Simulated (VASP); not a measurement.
# SiB3W (P6/mmm) in VASP: notebook

The runs below take SiB3W through single point, with PBE.

Everything below comes from runs of VASP 6.6.1. Logs are shortened: lines on timing, memory, paths and dates and some standing lists are left out, and cuts for length are marked.

## 1. The cell of the first run

It takes space group P6/mmm (No. 191, hexagonal). The conventional cell has a = 3.357 Å, b = 3.357 Å, c = 6.321 Å, α = 90.00°, β = 90.00°, γ = 120.00°. Si (site symmetry 6/mmm) has 6 B at 1.68 Å within 2.2 Å. B (site symmetry mmm) has 4 B at 1.68 Å and 2 Si at 1.68 Å within 2.2 Å. W (site symmetry 6/mmm) has 2 Si at 3.16 Å and 6 W at 3.36 Å and 12 B at 3.58 Å within 4.2 Å.

## 2. Single point, PBE

Contents of INCAR:

```
ALGO = Normal
EDIFF = 1E-6
ENCUT = 500
GGA = PE
GGA_COMPAT = False
ISIF = 2
ISMEAR = 0
LASPH = True
LCHARG = False
LREAL = False
LWAVE = False
NBANDS = 22
NELM = 120
PREC = Accurate
SIGMA = 0.1
```

Contents of KPOINTS:

```
k-points
0
Gamma
  6 6 4
```

Contents of POSCAR:

```
SiB3W
1.0
    3.3567327400      0.0000000000      0.0000000000
   -1.6783663700      2.9070158200      0.0000000000
    0.0000000000      0.0000000000      6.3206455600
Si B W
1 3 1
Direct
    0.0000000000      0.0000000000      0.0000000000
    0.5000000000      0.0000000000      0.0000000000
    0.0000000000      0.5000000000      0.0000000000
    0.5000000000      0.5000000000      0.0000000000
    0.0000000000      0.0000000000      0.5000000000
```

Potentials or basis: VASP PAW PBE potentials, release 64 (Si, B, W_sv).

The run is started by

```console
$ cat potpaw_PBE.64/Si/POTCAR potpaw_PBE.64/B/POTCAR potpaw_PBE.64/W_sv/POTCAR > POTCAR
$ mpirun -np 1 vasp_std > vasp.out
```

OUTCAR:

```text
EDIFF = 1E-6
   ENCUT = 500
   GGA = PE
   ISIF = 2
   ISMEAR = 0
   LASPH = True
   LREAL = False
   NELM = 120
   PREC = Accurate

 ion  position               nearest neighbor table
   1  0.000  0.000  0.000-   3 1.68   4 1.68   3 1.68   4 1.68   2 1.68   2 1.68   5 3.16   5 3.16

   2  0.500  0.000  0.000-   3 1.68   4 1.68   4 1.68   3 1.68   1 1.68   1 1.68
   3  0.000  0.500  0.000-   1 1.68   2 1.68   1 1.68   2 1.68   4 1.68   4 1.68
   4  0.500  0.500  0.000-   1 1.68   2 1.68   2 1.68   1 1.68   3 1.68   3 1.68
   5  0.000  0.000  0.500-   1 3.16   1 3.16

  LATTYP: Found a hexagonal cell.
 ALAT       =     3.3567327400
 C/A-ratio  =     1.8829755151

  Lattice vectors:

 A1 = (   3.3567327400,   0.0000000000,   0.0000000000)
 A2 = (  -1.6783663700,   2.9070158200,   0.0000000000)
 A3 = (   0.0000000000,   0.0000000000,   6.3206455600)

Analysis of symmetry for initial positions (statically):
=====================================================================
 Subroutine PRICEL returns:
 Original cell was already a primitive cell.

 Routine SETGRP: Setting up the symmetry group for a
 hexagonal supercell.

 Subroutine GETGRP returns: Found 24 space group operations
 (whereof 24 operations were pure point group operations)
 out of a pool of 24 trial point group operations.

The static configuration has the point symmetry D_6h.

Analysis of symmetry for dynamics (positions and initial velocities):
=====================================================================
 Subroutine PRICEL returns:
 Original cell was already a primitive cell.

 Routine SETGRP: Setting up the symmetry group for a
 hexagonal supercell.

 Subroutine GETGRP returns: Found 24 space group operations
 (whereof 24 operations were pure point group operations)
 out of a pool of 24 trial point group operations.

The dynamic configuration has the point symmetry D_6h.

 Subroutine INISYM returns: Found 24 space group operations
 (whereof 24 operations are pure point group operations),
 and found     1 'primitive' translations

----------------------------------------------------------------------------------------

                                     Primitive cell

  volume of cell :      61.6773

  direct lattice vectors                    reciprocal lattice vectors
[... 87 lines left out ...]
   ENCUT  =  500.0 eV  36.75 Ry    6.06 a.u.   6.12  6.12 11.52*2*pi/ulx,y,z
   NELM   =    120;   NELMIN=  2; NELMDL= -5     # of ELM steps
   EDIFF  = 0.1E-05   stopping-criterion for ELM
   LREAL  =      F    real-space projection
   EDIFFG = 0.1E-04   stopping-criterion for IOM
   NSW    =      0    number of steps for IOM
   IBRION =     -1    ionic relax: 0-MD 1-quasi-New 2-CG
   NFREE  =      0    steps in history (QN), initial steepest desc. (CG)
   ISIF   =      2    stress and relaxation
   ISYM   =      2    0-nonsym 1-usesym 2-fastsym
   POTIM  = 0.5000    time-step for ionic-motion
   TEBEG  =    0.0;   TEEND  =   0.0 temperature during run
   PSTRESS=    0.0 pullay stress
   NELECT =      27.0000    total number of electrons
   NUPDOWN=      -1.0000    fix difference up-down
   EMIN   =  10.00;   EMAX   =-10.00  energy-range for DOS
   EFERMI =   0.00;   METHOD = LEGACY
   ISMEAR =     0;   SIGMA  =   0.10  broadening in eV -4-tet -1-fermi 0-gaus
   EFERMI_NEDOS =   21; number of points for ismear=-14 and -15
   IALGO  =     38    algorithm
   IMIX   =      4    mixing-type and parameters
     AMIX     =   0.40;   BMIX     =  1.00
     AMIX_MAG =   1.60;   BMIX_MAG =  1.00
  volume/ion in A,a.u.               =      12.34        83.24
  Fermi-wavevector in a.u.,A,eV,Ry     =   1.243047  2.349018 21.023258  1.545166
  Thomas-Fermi vector in A             =   2.377375
   LORBIT       =      0    0 simple, 1 ext, 2 COOP (PROOUT), +10 PAW based schemes
   GGA     = PE    functional components
   LHFCALC =     F    Hartree Fock is set to
   AEXX    =    0.0000 exact exchange contribution
   IVDW    =     0    specifies the selected vdW correction
   LEPSILON=     F    determine dielectric tensor
   LRPA    =     F    only Hartree local field effects (RPA)
 non-spin polarized calculation
 Gauss-broadening in eV      SIGMA  =   0.10
  energy-cutoff  :      500.00
  volume of cell :       61.68
 maximum number of plane-waves:      1608
   NGX = 13   NGY = 13   NGZ = 23

 number of electron      26.9999998 magnetization

 Free energy of the ion-electron system (eV)
  ---------------------------------------------------
  ext. energy  EPLUGINS =         0.00000000
  ---------------------------------------------------
  free energy    TOTEN  =       -23.03751634 eV

  energy without entropy =      -23.00608891  energy(sigma->0) =      -23.02180263

 E-fermi :   6.6989     XC(G=0): -10.9123

 val. band max:        6.6840435656   @ k =   0.3333  -0.0000   0.5000
 cond. band min:       6.7087470439   @ k =   0.1667   0.1667   0.0000
 fundamental gap:      0.0247034784
 Fermi energy:         6.6989009894

 k-point     1 :       0.0000    0.0000    0.0000
  band No.  band energies     occupation
      1     -67.8847      2.00000
      2     -32.0629      2.00000
      3     -31.8151      2.00000
      4     -31.8151      2.00000
      5     -11.0225      2.00000
      6      -1.9856      2.00000
[... 514 lines left out ...]
     21      13.2559      0.00000
     22      15.9581      0.00000

------------------------ aborting loop because EDIFF is reached ----------------------------------------

  FORCE on cell =-STRESS in cart. coord.  units (eV):
  Direction    XX          YY          ZZ          XY          YZ          ZX
  --------------------------------------------------------------------------------------
  -------------------------------------------------------------------------------------
  Total       31.9529524     31.9529523     -5.3941995     -0.0000000     -0.0000000      0.0000000
  in kB      830.0341824    830.0341787   -140.1238280     -0.0000000     -0.0000000      0.0000000
  external PRESSURE =     506.6481777 kB  Pullay stress =       0.0000000 kB

 VOLUME and BASIS-vectors are now :
 -----------------------------------------------------------------------------
  energy-cutoff  :      500.00
  volume of cell :       61.68
      direct lattice vectors                 reciprocal lattice vectors
     3.356732740  0.000000000  0.000000000     0.297908734  0.171997688  0.000000000
    -1.678366370  2.907015820  0.000000000     0.000000000  0.343995376  0.000000000
     0.000000000  0.000000000  6.320645560     0.000000000  0.000000000  0.158211687

 POSITION                                       TOTAL-FORCE (eV/Angst)
 -----------------------------------------------------------------------------------
      0.00000      0.00000      0.00000         0.000000      0.000000      0.000000
      1.67837      0.00000      0.00000        -0.000000      0.000000      0.000000
     -0.83918      1.45351      0.00000        -0.000000      0.000000      0.000000
      0.83918      1.45351      0.00000        -0.000000      0.000000      0.000000
      0.00000      0.00000      3.16032         0.000000      0.000000      0.000000
 -----------------------------------------------------------------------------------
    total drift:                                0.000000      0.000000     -0.000000

  FREE ENERGIE OF THE ION-ELECTRON SYSTEM (eV)
  ---------------------------------------------------
  free  energy   TOTEN  =       -23.0375163416 eV

  energy  without entropy=      -23.0060889142  energy(sigma->0) =      -23.02180263
```

stdout:

```text
POSCAR found type information on POSCAR SiB W
 POSCAR found :  3 types and       5 ions
 scaLAPACK will be used
 LDA part: xc-table for (Slater+PW92), standard interpolation
 POSCAR, INCAR and KPOINTS ok, starting setup
 FFT: planning ... GRIDC
 FFT: planning ... GRID_SOFT
 FFT: planning ... GRID
 WAVECAR not read
 entering main loop
```

Run time: 31 s. Hardware: 1 thread of AMD EPYC 7R13 (Zen 3), shared host; peak memory 0.16 GiB.

Results:

```yaml
Free_energy: -23.0375 eV
Pressure: 50.7 GPa
```

Caveat: the k points lie up to 0.36 Å⁻¹ apart; spin-orbit coupling is left out, which moves the levels of the heavy elements.

## 3. Single point, PBE

This run uses another cell than the first one, of the same volume but with other edges.

Contents of INCAR:

```
SYSTEM = SiB3W
PREC = Accurate
ENCUT = 500
EDIFF = 1E-6
ISMEAR = 0
SIGMA = 0.1
LREAL = .FALSE.
LASPH = .TRUE.
NELM = 120
ALGO = Normal
ISIF = 2
LWAVE = .FALSE.
LCHARG = .FALSE.
GGA = PE
NBANDS = 22
GGA_COMPAT = .FALSE.
```

Contents of KPOINTS:

```
Automatic mesh
0
G
  6 6 4
  0 0 0
```

POSCAR, as its differences from that of step 2:

```diff
@@ -2,5 +2,5 @@
 1.0
-    3.3567327400      0.0000000000      0.0000000000
-   -1.6783663700      2.9070158200      0.0000000000
-    0.0000000000      0.0000000000      6.3206455600
+    3.9104431285      0.0000000000      0.0000000000
+   -1.9552215643      3.3865430894      0.0000000000
+    0.0000000000      0.0000000000      4.6511672023
 Si B W
```

Potentials or basis: VASP PAW PBE potentials, release 64 (Si, B, W_sv).

The run is started by

```console
$ cat potpaw_PBE.64/Si/POTCAR potpaw_PBE.64/B/POTCAR potpaw_PBE.64/W_sv/POTCAR > POTCAR
$ mpirun -np 1 vasp_std > vasp.out
```

Wall time 24 s (1 thread of AMD EPYC 7R13 (Zen 3), shared host); peak memory 0.16 GiB.

Results (log left out):

| Quantity | Value |
| --- | --- |
| Free energy | -29.5562 eV |
| Pressure | -0.1 GPa |

Stress tensor (GPa, compression positive):
```
-0.25  0.00  0.00
 0.00 -0.25  0.00
 0.00  0.00  0.09
```

Levels at points of the mesh, in eV from the Fermi level:
| k point | band 11 | band 12 | band 13 | band 14 | band 15 | band 16 | band 17 | band 18 |
| --- | --- | --- | --- | --- | --- | --- | --- | --- |
| (0.00, 0.00, 0.00) | -2.47 | -2.47 | -2.34 | -0.67 | -0.67 | 0.92 | 0.92 | 3.88 |
| (0.50, 0.00, 0.00) | -1.51 | -1.20 | -0.52 | 0.14 | 1.98 | 2.03 | 2.23 | 2.99 |
| (0.00, 0.00, 0.50) | -1.74 | -1.74 | -0.71 | -0.71 | -0.19 | 1.19 | 1.19 | 3.17 |
| (0.50, 0.00, 0.50) | -2.16 | -0.08 | 0.87 | 1.06 | 1.14 | 1.40 | 1.51 | 4.18 |

Caveat: spin-orbit coupling is left out, which moves the levels of the heavy elements.
